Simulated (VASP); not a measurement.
A run of VASP 6.6.1:

POSCAR

```
ScF3
1.0
    4.0124500000      0.0000000000      0.0000000000
    0.0000000000      4.0124500000      0.0000000000
    0.0000000000      0.0000000000      3.8118275000
Sc F
1 3
Direct
    0.0000000000      0.0000000000      0.0000000000
    0.5000000000      0.0000000000      0.0000000000
    0.0000000000      0.5000000000      0.0000000000
    0.0000000000      0.0000000000      0.5000000000
```

The input INCAR.step1:

```
SYSTEM = ScF3
PREC = Accurate ; ENCUT = 520
ISMEAR = 0 ; SIGMA = 0.05
LREAL = .FALSE. ; LASPH = .TRUE.
NELM = 80 ; NBANDS = 24
GGA = PE ; ALGO = Normal
EDIFF = 1E-4 ; LWAVE = .TRUE.
LCHARG = .FALSE.
```

File INCAR.step2:

```
SYSTEM = ScF3
PREC = Accurate ; ENCUT = 520
EDIFF = 1E-6 ; ISMEAR = 0
SIGMA = 0.05 ; LREAL = .FALSE.
LASPH = .TRUE. ; NELM = 80
ALGO = Normal ; ISIF = 2
LWAVE = .FALSE. ; LCHARG = .FALSE.
METAGGA = R2SCAN ; LMIXTAU = .TRUE.
NBANDS = 24 ; ISTART = 1
```

Contents of KPOINTS:

```
Automatic mesh
0
G
  6 6 6
  0 0 0
```

Potentials or basis: VASP PAW PBE potentials, release 64 (Sc_sv, F).

Command:

```bash
$ cat potpaw_PBE.64/Sc_sv/POTCAR potpaw_PBE.64/F/POTCAR > POTCAR
$ cp INCAR.step1 INCAR
$ mpirun -np 1 vasp_std > vasp.out
$ cp INCAR.step2 INCAR
$ mpirun -np 1 vasp_std > vasp.out
```

Hardware: 1 thread of Intel Xeon 8259CL, on a shared host.

**Question.** Estimate the wall time of this run.

**Answer.** It took 5.9 min on 1 thread of Intel Xeon 8259CL (shared host), peak memory 0.2 GiB. Counts: k points 40.
